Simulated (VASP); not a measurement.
# GaP (F-43m) in VASP: a series of runs, part 2 of 2

VASP 6.6.1. The steps go on from the part before.

**3. Single point, PBE**

This run uses another cell than the first one, of 20.82 Å³/atom, 1.246 times its volume.

The input, INCAR:

```
ALGO = Normal ; EDIFF = 1E-7
ENCUT = 520 ; GGA = PE
ISIF = 2 ; ISMEAR = 0
LASPH = True ; LCHARG = True
LELF = True ; LREAL = False
LVHAR = True ; LWAVE = False
NBANDS = 16 ; NELM = 100
PREC = Accurate ; SIGMA = 0.1
```

The input, KPOINTS:

```
k-points
0
Gamma
  6 6 6
```

The input, POSCAR:

```
GaP
1.0
    0.0000000000      2.7511640282      2.7511640282
    2.7511640282      0.0000000000      2.7511640282
    2.7511640282      2.7511640282      0.0000000000
Ga P
1 1
Direct
    0.0000000000      0.0000000000      0.0000000000
    0.2500000000      0.2500000000      0.2500000000
```

Potentials or basis: VASP PAW PBE potentials, release 64 (Ga_d, P).

Started as:

```bash
cat potpaw_PBE.64/Ga_d/POTCAR potpaw_PBE.64/P/POTCAR > POTCAR
mpirun -np 1 vasp_std > vasp.out
```

Run time: 13 s. Hardware: 1 thread of AMD EPYC 7R43 (Zen 3), shared host; peak memory 0.13 GiB.

It converged, with:

```
Free energy            : -9.1120 eV
Pressure               : 0.2 GPa
Band gap on the k mesh : 1.58 eV, indirect (least direct gap 1.59 eV)
```

Levels at points of the mesh, in eV from the valence-band top:
```csv
k point,band 5,band 6,band 7,band 8,band 9,band 10,band 11,band 12,band 13,band 14
"(0.00, 0.00, 0.00)",-14.42,-12.28,0.00,0.00,0.00,1.59,3.89,3.89,3.89,8.68
"(0.50, 0.00, 0.00)",-14.42,-10.31,-6.48,-1.08,-1.08,1.58,4.72,4.72,8.23,10.69
"(0.50, 0.50, 0.00)",-14.40,-9.45,-6.63,-2.59,-2.59,1.71,1.84,10.38,10.38,10.94
```

A k mesh can miss the band edges. Expect the measured gap to be larger: semilocal functionals such as PBE lack the derivative discontinuity.

**4. Relaxation of cell and atoms, PBE**

The input, INCAR:

```
PREC = Accurate
ENCUT = 600
EDIFF = 1E-7
ISMEAR = 0
SIGMA = 0.1
LREAL = False
LASPH = True
NELM = 60
ALGO = Normal
ISIF = 3
LWAVE = False
LCHARG = False
GGA = PE
IBRION = 2
NSW = 80
EDIFFG = -0.05
```

The input, KPOINTS:

```
Automatic mesh
0
Gamma
  6 6 6
```

The input, POSCAR:

```
GaP
1.0
    0.0000000000      2.5566930248      2.5566930248
    2.5566930248      0.0000000000      2.5566930248
    2.5566930248      2.5566930248      0.0000000000
Ga P
1 1
Direct
    0.0000000000      0.0000000000      0.0000000000
    0.2500000000      0.2500000000      0.2500000000
```

Potentials or basis: VASP PAW PBE potentials, release 64 (Ga_d, P).

Started as:

```bash
cat potpaw_PBE.64/Ga_d/POTCAR potpaw_PBE.64/P/POTCAR > POTCAR
mpirun -np 1 vasp_std > vasp.out
```

OUTCAR:

```text
PREC = Accurate
   ENCUT = 600
   EDIFF = 1E-7
   ISMEAR = 0
   LREAL = False
   LASPH = True
   NELM = 60
   ISIF = 3
   GGA = PE
   IBRION = 2
   NSW = 80
   EDIFFG = -0.05

 ion  position               nearest neighbor table
   1  0.000  0.000  0.000-   2 2.21   2 2.21   2 2.21   2 2.21
   2  0.250  0.250  0.250-   1 2.21   1 2.21   1 2.21   1 2.21

  LATTYP: Found a face centered cubic cell.
 ALAT       =     5.1133860496

  Lattice vectors:

 A1 = (   0.0000000000,   2.5566930248,   2.5566930248)
 A2 = (   2.5566930248,   0.0000000000,   2.5566930248)
 A3 = (   2.5566930248,   2.5566930248,   0.0000000000)

Analysis of symmetry for initial positions (statically):
=====================================================================
 Subroutine PRICEL returns:
 Original cell was already a primitive cell.

 Routine SETGRP: Setting up the symmetry group for a
[... 152 lines left out ...]

 number of electron      18.0000002 magnetization

 Free energy of the ion-electron system (eV)
  ---------------------------------------------------
  ext. energy  EPLUGINS =         0.00000000
  ---------------------------------------------------
  free energy    TOTEN  =        -8.52163710 eV

  energy without entropy =       -8.52163710  energy(sigma->0) =       -8.52163710

 E-fermi :   7.3081     XC(G=0): -10.7311

 val. band max:        6.8382488261   @ k =   0.0000   0.0000   0.0000
 cond. band min:       8.0156951642   @ k =   0.5000   0.5000   0.0000
 fundamental gap:      1.1774463381
 Fermi energy:         7.3080643965
[... 588 lines left out ...]
--------------------------------------- Ionic step        3  -------------------------------------------

 number of electron      18.0000004 magnetization

 Free energy of the ion-electron system (eV)
  ---------------------------------------------------
  ext. energy  EPLUGINS =         0.00000000
  ---------------------------------------------------
  free energy    TOTEN  =        -9.11070793 eV

  energy without entropy =       -9.11070793  energy(sigma->0) =       -9.11070793

 E-fermi :   4.7731     XC(G=0):  -9.6848

 val. band max:        4.3381102485   @ k =   0.0000   0.0000   0.0000
 cond. band min:       5.8994234475   @ k =   0.0000   0.0000   0.0000
 fundamental gap:      1.5613131990
 Fermi energy:         4.7730504693
[... 283 lines left out ...]
  FREE ENERGIE OF THE ION-ELECTRON SYSTEM (eV)
  ---------------------------------------------------
  free  energy   TOTEN  =        -9.1107079324 eV

  energy  without entropy=       -9.1107079324  energy(sigma->0) =       -9.11070793

 reached required accuracy - stopping structural energy minimisation
```

CONTCAR:

```text
GaP
   1.00000000000000
    -0.0000000000000000    2.7544579667003957    2.7544579667003957
     2.7544579667003957   -0.0000000000000000    2.7544579667003957
     2.7544579667003957    2.7544579667003957   -0.0000000000000000
  Ga              P
     1     1
Direct
     0.0000000000000000    0.0000000000000000    0.0000000000000000
     0.2500000000000000    0.2500000000000000    0.2500000000000000

  0.00000000E+00  0.00000000E+00  0.00000000E+00
  0.00000000E+00  0.00000000E+00  0.00000000E+00
```

Wall time 42 s (1 thread of AMD EPYC 7R43 (Zen 3), shared host); peak memory 0.14 GiB.

What came out:

```yaml
Free_energy: -9.1107 eV
Relaxed_volume: 20.90 Å³/atom
Relaxed_cell: a = 3.895 Å, b = 3.895 Å, c = 3.895 Å, α = 60.00°, β = 60.00°, γ = 60.00°
Space_group_after_relaxing_to_0.05_Å: F-43m (No. 216)
Energy_gained_by_relaxing: 294.5 meV/atom
Ionic_steps: 3
Pressure_after_relaxing: -0.1 GPa
Band_gap_on_the_k_mesh: 1.56 eV, direct
```

Step by step:
```csv
step,energy change (eV),largest force (eV/Å),pressure (GPa),volume (Å³)
1,0.0000,0.0000,27.70,33.42
2,-0.3403,0.0000,-8.78,49.44
3,-0.5891,0.0000,-0.11,41.80
```

Final structure:
```
Ga P
1.0
     0.00000    2.75446    2.75446
     2.75446    0.00000    2.75446
     2.75446    2.75446    0.00000
Ga P
1 1
Direct
  0.00000 0.00000 0.00000
  0.25000 0.25000 0.25000
```

Levels at points of the mesh, in eV from the valence-band top:
```tsv
k point	band 7	band 8	band 9	band 10	band 11	band 12
(0.00, 0.00, 0.00)	0.00	0.00	0.00	1.56	3.89	3.89
(0.50, 0.00, 0.00)	-6.46	-1.07	-1.07	1.57	4.72	4.72
(0.50, 0.50, 0.00)	-6.61	-2.57	-2.57	1.72	1.85	10.35
```

Caveat: the volume moved by over 15 % at a fixed basis, so the end points are rough.

**5. The runs side by side**

| task | cell | cutoff (eV) | gap on the mesh (eV) | pressure (GPa) |
| --- | --- | --- | --- | --- |
| single point | a = 3.616 Å, angles 60.0°, 2 atoms | 520 | 1.18 | 27.7 |
| single point | a = 3.891 Å, angles 60.0°, 2 atoms | 520 | 1.58 | 0.2 |
| relaxation of cell and atoms | relaxed from a = 3.616 Å, angles 60.0°, 2 atoms | 600 | 1.56 | -0.1 |

Alike in all rows: level PBE; potentials or basis VASP PAW PBE potentials, release 64 (Ga_d, P); no spin polarisation; k mesh 6 × 6 × 6; smearing gaussian 0.1 eV.

Caveats: the volume moved by over 15 % at a fixed basis, so the end points are rough (some runs).

Absolute energies hang on the potentials; compare differences alone.
